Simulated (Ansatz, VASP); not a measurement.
Mo in VASP and in Ansatz

```
CELL_PARAMETERS angstrom
2.81045 0.00000 0.00000
-1.40523 2.43392 0.00000
0.00000 0.00000 9.77861
ATOMIC_POSITIONS crystal
Mo 0.00000 0.00000 0.00000
Mo 0.00000 0.00000 0.50000
Mo 0.33333 0.66667 0.25000
Mo 0.66667 0.33333 0.75000
```

Alike in both runs: task single point; functional PBE; k mesh 15 × 15 × 4; occupations fermi-dirac, width 0.1 eV; no spin polarisation.

|  | VASP | Ansatz |
| --- | --- | --- |
| version | VASP 6.6.1 | Ansatz 0.2.0 |
| potentials or method | VASP PAW PBE potentials, release 64 (Mo_sv), cutoff 520 eV | plane waves (420 eV) with PAW, scalar-relativistic |
| valence electrons in the cell | 56 | 56 |

Ansatz gave:

| Property | Result |
| --- | --- |
| pressure (GPa) | -8.6 |
| traceless stress, the component that is largest in VASP (GPa) | 0.76 |

Question: What did VASP give for the same quantities?

Answer: Pressure (GPa): -8.2; traceless stress, the component that is largest in VASP (GPa): 0.70.
